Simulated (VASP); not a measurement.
# Si16B (a cell with a defect) in VASP: single point with PBEsol

Aim: the single point of Si16B (a cell with a defect) with PBEsol.

Everything below comes from runs of VASP 6.6.1. Logs are shortened: lines on timing, memory, paths and dates and some standing lists are left out, and cuts for length are marked.

## Step 1: The cell of the first run

The cell holds a defect, 17 atoms: a = 7.679 Å, b = 7.679 Å, c = 7.679 Å, α = 60.00°, β = 60.00°, γ = 60.00°.

## Step 2: Single point, PBEsol, collinear spin, zero start

INCAR reads:

```
  ALGO = Normal
  EDIFF = 1E-7
  ENCUT = 520
  GGA = PS
  ISIF = 2
  ISMEAR = -1
  ISPIN = 2
  LASPH = T
  LCHARG = T
  LELF = T
  LORBIT = 11
  LREAL = Auto
  LVHAR = T
  LWAVE = F
  MAGMOM = 0 0 0 0 0 0 0 0 0 0 0 0 0 0 0 0 0
  NBANDS = 52
  NELM = 150
  PREC = Accurate
  SIGMA = 0.05
```

KPOINTS reads:

```
k-points
0
Gamma
  2 2 2
```

POSCAR reads:

```
Si16B
1.0
    0.0000000000      5.4300000000      5.4300000000
    5.4300000000      0.0000000000      5.4300000000
    5.4300000000      5.4300000000      0.0000000000
Si B
16 1
Direct
   -0.0037580110      0.0106972376     -0.0041823204
    0.1250688766      0.1251489871      0.1246046041
    0.0010847145      0.0004281768      0.4981458564
    0.1269558932      0.1215347145      0.6241328729
   -0.0037598527      0.4972198895     -0.0041381215
    0.1164858195      0.6337758748      0.1162073665
    0.0104124309      0.4951520258      0.4992400552
    0.1268274401      0.6275252302      0.6241484346
    0.4986112339      0.0004510129      0.0006182320
    0.6245559853      0.1215996317      0.1264944751
    0.5008502762      0.0015023941      0.5003970534
    0.6270865562      0.1231132597      0.6266217311
    0.4995014733      0.4952373849      0.0100314917
    0.6245270718      0.6275419890      0.1264189687
    0.5008930018      0.4972198895      0.5004880295
    0.6198379374      0.6305430939      0.6193926335
    0.8172530387      0.4352421731      0.8169828729
```

Potentials or basis: VASP PAW PBE potentials, release 64 (Si, B).

The run is started by

```
> cat potpaw_PBE.64/Si/POTCAR potpaw_PBE.64/B/POTCAR > POTCAR
> mpirun -np 1 vasp_std > vasp.out
```

OUTCAR:

```text
EDIFF = 1E-7
   ENCUT = 520
   GGA = PS
   ISIF = 2
   ISMEAR = -1
   ISPIN = 2
   LASPH = T
   LORBIT = 11
   LREAL = Auto
   NELM = 150
   PREC = Accurate

 ion  position               nearest neighbor table
   1  0.996  0.011  0.996-  10 2.33   4 2.33   2 2.33   6 2.36
   2  0.125  0.125  0.125-   1 2.33   5 2.33   3 2.34   9 2.34
   3  0.001  0.000  0.498-   8 2.34   4 2.34   2 2.34  12 2.35
   4  0.127  0.122  0.624-   1 2.33   3 2.34   7 2.34  11 2.34
   5  0.996  0.497  0.996-  14 2.33   8 2.33   2 2.33   6 2.37
   6  0.116  0.634  0.116-   1 2.36   5 2.37  13 2.41   7 2.41
   7  0.010  0.495  0.499-  17 2.08   4 2.34   8 2.34   6 2.41  16 2.45
   8  0.127  0.628  0.624-   5 2.33   3 2.34   7 2.34  15 2.35
   9  0.499  0.000  0.001-  14 2.34  10 2.34   2 2.34  12 2.35
  10  0.625  0.122  0.126-   1 2.33   9 2.34  13 2.34  11 2.34
  11  0.501  0.002  0.500-  16 2.33   4 2.34  10 2.34  12 2.35
  12  0.627  0.123  0.627-   9 2.35   3 2.35  11 2.35  15 2.35
  13  0.500  0.495  0.010-  17 2.07  10 2.34  14 2.34   6 2.41  16 2.45
  14  0.625  0.628  0.126-   5 2.33   9 2.34  13 2.34  15 2.35
  15  0.501  0.497  0.500-  16 2.33   8 2.35  12 2.35  14 2.35
  16  0.620  0.631  0.619-  17 2.14  11 2.33  15 2.33   7 2.45  13 2.45
  17  0.817  0.435  0.817-  13 2.07   7 2.08  16 2.14

  LATTYP: Found a face centered cubic cell.
 ALAT       =    10.8600000000

  Lattice vectors:

 A1 = (   0.0000000000,   5.4300000000,   5.4300000000)
 A2 = (   5.4300000000,   0.0000000000,   5.4300000000)
 A3 = (   5.4300000000,   5.4300000000,   0.0000000000)

Analysis of symmetry for initial positions (statically):
=====================================================================
 Subroutine PRICEL returns:
 Original cell was already a primitive cell.

 Routine SETGRP: Setting up the symmetry group for a
 face centered cubic supercell.

 Subroutine GETGRP returns: Found  1 space group operations
 (whereof  1 operations were pure point group operations)
 out of a pool of 48 trial point group operations.

The static configuration has the point symmetry C_1 .

Analysis of symmetry for dynamics (positions and initial velocities):
=====================================================================
 Subroutine PRICEL returns:
 Original cell was already a primitive cell.

 Routine SETGRP: Setting up the symmetry group for a
 face centered cubic supercell.

 Subroutine GETGRP returns: Found  1 space group operations
 (whereof  1 operations were pure point group operations)
 out of a pool of 48 trial point group operations.

The dynamic configuration has the point symmetry C_1 .

Analysis of structural, dynamic, and magnetic symmetry:
=====================================================================
 Subroutine PRICEL returns:
 Original cell was already a primitive cell.

 Routine SETGRP: Setting up the symmetry group for a
 face centered cubic supercell.

 Subroutine GETGRP returns: Found  1 space group operations
 (whereof  1 operations were pure point group operations)
 out of a pool of 48 trial point group operations.

The overall configuration has the point symmetry C_1 .

 Subroutine INISYM returns: Found  1 space group operations
 (whereof  1 operations are pure point group operations),
 and found     1 'primitive' translations

----------------------------------------------------------------------------------------

                                     Primitive cell

  volume of cell :     320.2060

  direct lattice vectors                    reciprocal lattice vectors
     0.000000000  5.430000000  5.430000000    -0.092081031  0.092081031  0.092081031
     5.430000000  0.000000000  5.430000000     0.092081031 -0.092081031  0.092081031
     5.430000000  5.430000000  0.000000000     0.092081031  0.092081031 -0.092081031

  length of vectors
     7.679179644  7.679179644  7.679179644     0.159489025  0.159489025  0.159489025

  position of ions in fractional coordinates (direct lattice)
     0.996241989  0.010697238  0.995817680
     0.125068877  0.125148987  0.124604604
     0.001084715  0.000428177  0.498145856
     0.126955893  0.121534715  0.624132873
     0.996240147  0.497219890  0.995861879
     0.116485819  0.633775875  0.116207366
[... 9 lines left out ...]
     0.619837937  0.630543094  0.619392633
     0.817253039  0.435242173  0.816982873
[... 63 lines left out ...]
   NGX,Y,Z   is equivalent  to a cutoff of  12.99, 12.99, 12.99 a.u.
   NGXF,Y,Z  is equivalent  to a cutoff of  25.98, 25.98, 25.98 a.u.
 SYSTEM =  unknown system
   PREC   = accura    normal or accurate (medium, high low for compatibility)
   ISTART =      0    job   : 0-new  1-cont  2-samecut
   ICHARG =      2    charge: 1-file 2-atom 10-const
   ISPIN  =      2    spin polarized calculation?
   LNONCOLLINEAR =      F non collinear calculations
   LSORBIT =      F    spin-orbit coupling
   LASPH  =      T    aspherical Exc in radial PAW
   ENCUT  =  520.0 eV  38.22 Ry    6.18 a.u.  14.28 14.28 14.28*2*pi/ulx,y,z
   NELM   =    150;   NELMIN=  2; NELMDL= -5     # of ELM steps
   EDIFF  = 0.1E-06   stopping-criterion for ELM
   LREAL  =      T    real-space projection
   EDIFFG = 0.1E-05   stopping-criterion for IOM
   NSW    =      0    number of steps for IOM
   IBRION =     -1    ionic relax: 0-MD 1-quasi-New 2-CG
   NFREE  =      0    steps in history (QN), initial steepest desc. (CG)
   ISIF   =      2    stress and relaxation
   ISYM   =      2    0-nonsym 1-usesym 2-fastsym
   POTIM  = 0.5000    time-step for ionic-motion
   TEBEG  =    0.0;   TEEND  =   0.0 temperature during run
   PSTRESS=    0.0 pullay stress
   NELECT =      67.0000    total number of electrons
   NUPDOWN=      -1.0000    fix difference up-down
   EMIN   =  10.00;   EMAX   =-10.00  energy-range for DOS
   EFERMI =   0.00;   METHOD = LEGACY
   ISMEAR =    -1;   SIGMA  =   0.05  broadening in eV -4-tet -1-fermi 0-gaus
   EFERMI_NEDOS =   21; number of points for ismear=-14 and -15
   IALGO  =     38    algorithm
   IMIX   =      4    mixing-type and parameters
     AMIX     =   0.40;   BMIX     =  1.00
     AMIX_MAG =   1.60;   BMIX_MAG =  1.00
  volume/ion in A,a.u.               =      18.84       127.11
  Fermi-wavevector in a.u.,A,eV,Ry     =   0.971904  1.836632 12.852022  0.944597
  Thomas-Fermi vector in A             =   2.102159
   LORBIT       =     11    0 simple, 1 ext, 2 COOP (PROOUT), +10 PAW based schemes
   GGA     = PS    functional components
   LHFCALC =     F    Hartree Fock is set to
   AEXX    =    0.0000 exact exchange contribution
   IVDW    =     0    specifies the selected vdW correction
   LEPSILON=     F    determine dielectric tensor
   LRPA    =     F    only Hartree local field effects (RPA)
 spin polarized calculation
  energy-cutoff  :      520.00
  volume of cell :      320.21
 maximum number of plane-waves:      8646
 NGX is ok and might be reduce to    60
   NGX = 29   NGY = 29   NGZ = 29

 number of electron      67.0000001 magnetization       0.0000008

 number of electron      67.0000001 magnetization      -0.0000005

 Free energy of the ion-electron system (eV)
  ---------------------------------------------------
  ext. energy  EPLUGINS =         0.00000000
  ---------------------------------------------------
  free energy    TOTEN  =       -94.36551599 eV

  energy without entropy =      -94.33432262  energy(sigma->0) =      -94.34991930

 E-fermi :   6.3021     XC(G=0):  -9.7082

 val. band max:        6.1430308575   @ k =   0.0000   0.0000   0.5000
 cond. band min:       6.3114137890   @ k =   0.5000   0.5000   0.0000
 fundamental gap:      0.1683829314
 Fermi energy:         6.3020551071

 spin component 1

 k-point     1 :       0.0000    0.0000    0.0000
  band No.  band energies     occupation
      1      -6.3970      1.00000
      2      -4.3182      1.00000
      3      -3.9729      1.00000
      4      -3.7692      1.00000
      5      -3.6988      1.00000
      6      -2.5795      1.00000
[... 373 lines left out ...]
     44      10.0760      0.00000
     45      10.1622      0.00000
 Fermi energy:         6.3020551071

 spin component 2

 k-point     1 :       0.0000    0.0000    0.0000
  band No.  band energies     occupation
      1      -6.3970      1.00000
      2      -4.3182      1.00000
      3      -3.9729      1.00000
      4      -3.7692      1.00000
      5      -3.6988      1.00000
      6      -2.5795      1.00000
[... 373 lines left out ...]
     44      10.0760      0.00000
     45      10.1622      0.00000
 [bands above 45 left out]

------------------------ aborting loop because EDIFF is reached ----------------------------------------

  FORCE on cell =-STRESS in cart. coord.  units (eV):
  Direction    XX          YY          ZZ          XY          YZ          ZX
  --------------------------------------------------------------------------------------
  -------------------------------------------------------------------------------------
  Total        2.2444379      4.6447030      2.2427082     -0.0328333     -0.0252872      1.4915013
  in kB       11.2302309     23.2401564     11.2215762     -0.1642843     -0.1265267      7.4628501
  external PRESSURE =      15.2306545 kB  Pullay stress =       0.0000000 kB

 VOLUME and BASIS-vectors are now :
 -----------------------------------------------------------------------------
  energy-cutoff  :      520.00
  volume of cell :      320.21
      direct lattice vectors                 reciprocal lattice vectors
     0.000000000  5.430000000  5.430000000    -0.092081031  0.092081031  0.092081031
     5.430000000  0.000000000  5.430000000     0.092081031 -0.092081031  0.092081031
     5.430000000  5.430000000  0.000000000     0.092081031  0.092081031 -0.092081031

 POSITION                                       TOTAL-FORCE (eV/Angst)
 -----------------------------------------------------------------------------------
      5.46538     10.81688      5.46768         0.002995     -0.024003      0.003656
      1.35616      1.35573      1.35868         0.001059      0.001181     -0.001243
      2.70726      2.71082      0.00821        -0.010858      0.005409      0.010510
      4.04897      4.07841      1.34930         0.001390      0.000196      0.011759
      8.10743     10.81711      8.10949        -0.003461     -0.024555     -0.003028
      4.07241      1.26352      4.07392        -0.000251     -0.016391     -0.001383
[... 9 lines left out ...]
      6.78715      6.72902      6.78957         0.001703     -0.002690      0.002106
      6.79958      8.87390      6.80105        -0.002362      0.043495     -0.002532
 -----------------------------------------------------------------------------------
    total drift:                                0.001268      0.005198      0.000715

  FREE ENERGIE OF THE ION-ELECTRON SYSTEM (eV)
  ---------------------------------------------------
  free  energy   TOTEN  =       -94.3655159869 eV

  energy  without entropy=      -94.3343226226  energy(sigma->0) =      -94.34991930

 total charge

# of ion       s       p       d       tot
------------------------------------------
    1        0.745   0.944   0.000   1.688
    2        0.742   0.957   0.000   1.699
    3        0.740   0.959   0.000   1.698
    4        0.752   0.935   0.000   1.686
    5        0.745   0.943   0.000   1.688
    6        0.778   0.904   0.000   1.682
[... 9 lines left out ...]
   16        0.755   0.920   0.000   1.675
   17        0.792   0.876   0.000   1.669
--------------------------------------------------
tot         12.771  15.919   0.000  28.690

 magnetization (x)

# of ion       s       p       d       tot
------------------------------------------
    1       -0.000  -0.000   0.000  -0.000
    2       -0.000  -0.000   0.000  -0.000
    3       -0.000  -0.000   0.000  -0.000
    4       -0.000  -0.000   0.000  -0.000
    5       -0.000  -0.000   0.000  -0.000
    6       -0.000  -0.000   0.000  -0.000
[... 9 lines left out ...]
   16       -0.000   0.000   0.000   0.000
   17       -0.000  -0.000   0.000  -0.000
--------------------------------------------------
tot         -0.000  -0.000   0.000  -0.000
```

It took 5 min on 1 thread of Intel Xeon 6975P-C (Granite Rapids), shared host; peak memory 0.7 GiB.

Results:

* Free energy: -94.3655 eV
* Pressure: 1.5 GPa
* Largest force: 0.044 eV/Å
* Net moment: 0.00 μB per cell
* Valence electrons inside the program's atomic spheres: Si 1.69, 1.70, 1.68 (each value once); B 1.67

Forces in eV/Å, atoms in the order of the input:
```
Si   0.003 -0.024  0.004
Si   0.001  0.001 -0.001
Si  -0.011  0.005  0.011
Si   0.001  0.000  0.012
Si  -0.003 -0.025 -0.003
Si   0.000 -0.016 -0.001
Si  -0.015 -0.024  0.015
Si  -0.013  0.000 -0.001
Si   0.010  0.006 -0.010
Si   0.012  0.000  0.001
Si   0.005  0.015  0.005
Si   0.002  0.027  0.001
Si   0.014 -0.023 -0.014
Si  -0.002  0.000 -0.013
Si  -0.004  0.016 -0.003
Si   0.002 -0.003  0.002
B   -0.002  0.043 -0.003
```

Stress tensor (GPa, compression positive):
```
 1.12 -0.02  0.75
-0.02  2.32 -0.01
 0.75 -0.01  1.12
```

Levels at points of the mesh, in eV from the Fermi level:
Spin up:
```
           k point  band 29  band 30  band 31  band 32  band 33  band 34  band 35  band 36  band 37  band 38
(0.00, 0.00, 0.00)    -1.50    -1.50    -0.78    -0.50    -0.46    -0.23     0.12     0.13     0.22     0.37
(0.50, 0.00, 0.00)    -1.37    -1.24    -1.15    -1.12    -0.96    -0.16     0.45     1.00     1.07     1.15
(0.00, 0.50, 0.00)    -1.41    -1.28    -1.19    -1.12    -1.10     0.23     0.58     1.00     1.07     1.09
(0.00, 0.00, 0.50)    -1.37    -1.24    -1.15    -1.12    -0.96    -0.16     0.45     1.00     1.07     1.15
(0.50, 0.50, 0.50)    -1.42    -1.28    -1.18    -1.12    -1.10     0.22     0.55     1.00     1.07     1.09
(0.50, 0.50, 0.00)    -1.94    -1.80    -1.68    -1.65    -0.55     0.01     0.74     1.28     1.40     1.69
(0.00, 0.50, 0.50)    -1.94    -1.80    -1.68    -1.65    -0.55     0.01     0.74     1.28     1.40     1.69
(0.50, 0.00, 0.50)    -1.85    -1.82    -1.70    -1.68    -0.51     0.38     0.94     1.21     1.28     1.34
```
Spin down:
```csv
k point,band 30,band 31,band 32,band 33,band 34,band 35,band 36,band 37
"(0.00, 0.00, 0.00)",-1.50,-0.78,-0.50,-0.46,-0.23,0.12,0.13,0.22
"(0.50, 0.00, 0.00)",-1.24,-1.15,-1.12,-0.96,-0.16,0.45,1.00,1.07
"(0.00, 0.50, 0.00)",-1.28,-1.19,-1.12,-1.10,0.23,0.58,1.00,1.07
"(0.00, 0.00, 0.50)",-1.24,-1.15,-1.12,-0.96,-0.16,0.45,1.00,1.07
"(0.50, 0.50, 0.50)",-1.28,-1.18,-1.12,-1.10,0.22,0.55,1.00,1.07
"(0.50, 0.50, 0.00)",-1.80,-1.68,-1.65,-0.55,0.01,0.74,1.28,1.40
"(0.00, 0.50, 0.50)",-1.80,-1.68,-1.65,-0.55,0.01,0.74,1.28,1.40
"(0.50, 0.00, 0.50)",-1.82,-1.70,-1.68,-0.51,0.38,0.94,1.21,1.28
```

Caveat: the k points lie up to 0.50 Å⁻¹ apart; the PAW data sets were made with another functional, which shifts forces and pressure a little.
